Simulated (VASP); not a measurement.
A run of VASP 6.6.1:

The input POSCAR:

```
BeF
1.0
    1.2577613978      0.7261688816      6.5081169053
   -1.2577613978      0.7261688816      6.5081169053
    0.0000000000     -1.4523377631      6.5081169053
Be F
2 2
Direct
    0.3825316404      0.3825316404      0.3825316404
    0.6174683596      0.6174683596      0.6174683596
    0.7631875757      0.7631875757      0.7631875757
    0.2368124243      0.2368124243      0.2368124243
```

The input INCAR.step1:

```
PREC = Accurate ; ENCUT = 520
EDIFF = 1E-7 ; ISMEAR = 0
SIGMA = 0.1 ; LREAL = False
LASPH = True ; NELM = 100
ALGO = Normal ; ISIF = 2
LWAVE = False ; LCHARG = True
GGA = PE ; IVDW = 12
NBANDS = 17
```

The input KPOINTS.step1:

```
Automatic mesh
0
Gamma
  24 24 24
```

The input INCAR.step2:

```
PREC = Accurate ; ENCUT = 520
EDIFF = 1E-7 ; ISMEAR = -5
SIGMA = 0.1 ; LREAL = False
LASPH = True ; NELM = 100
ALGO = Normal ; ISIF = 2
LWAVE = False ; LCHARG = False
GGA = PE ; IVDW = 12
LORBIT = 11 ; NBANDS = 17
NEDOS = 1001 ; ICHARG = 11
```

The input KPOINTS.step2:

```
Automatic mesh
0
Gamma
  36 36 36
```

Potentials or basis: VASP PAW PBE potentials, release 64 (Be, F).

The run is started by

```bash
$ cat potpaw_PBE.64/Be/POTCAR potpaw_PBE.64/F/POTCAR > POTCAR
$ cp INCAR.step1 INCAR
$ cp KPOINTS.step1 KPOINTS
$ mpirun -np 1 vasp_std > vasp.out
$ cp INCAR.step2 INCAR
$ cp KPOINTS.step2 KPOINTS
$ mpirun -np 1 vasp_std > vasp.out
```

Hardware: 1 thread of Intel(R) Xeon(R) 6975P-C (Granite Rapids), on a shared host.

Question: How long does it take, and how much memory?

Answer: Run time: 62 min on 1 thread of Intel(R) Xeon(R) 6975P-C (Granite Rapids), on a shared host, peak memory 2.1 GiB. Counts: k points 4237.
